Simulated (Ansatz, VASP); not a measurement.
**LiH: VASP beside Ansatz**

```xyz
2
Lattice="0.0000 2.0020 2.0020 2.0020 0.0000 2.0020 2.0020 2.0020 0.0000" Properties=species:S:1:pos:R:3 pbc="T T T"
Li    0.0000    0.0000    0.0000
H     2.0020    2.0020    2.0020
```

Alike in both runs: task electric field gradients; functional r2SCAN; k mesh 10 × 10 × 10; occupations gaussian, width 0.05 eV; no spin polarisation.

|  | VASP | Ansatz |
| --- | --- | --- |
| version | VASP 6.6.1 | Ansatz 0.2.0 |
| potentials or method | VASP PAW PBE potentials, release 64 (Li_sv, H), cutoff 520 eV | scalar-relativistic, plane waves, PAW |
| valence electrons in the cell | 4 | 4 |

```tsv
	VASP	Ansatz	Ansatz less VASP
gap on the k mesh at the Fermi level (eV)	3.58	3.63	+0.048
least direct gap on the mesh (eV)	3.58	3.63	+0.048
```

VASP's potentials were made for PBE, not for r2SCAN.

Noted on VASP's run: the cutoff is under 1.25 times that of the potentials, so the pressure is a little rough.
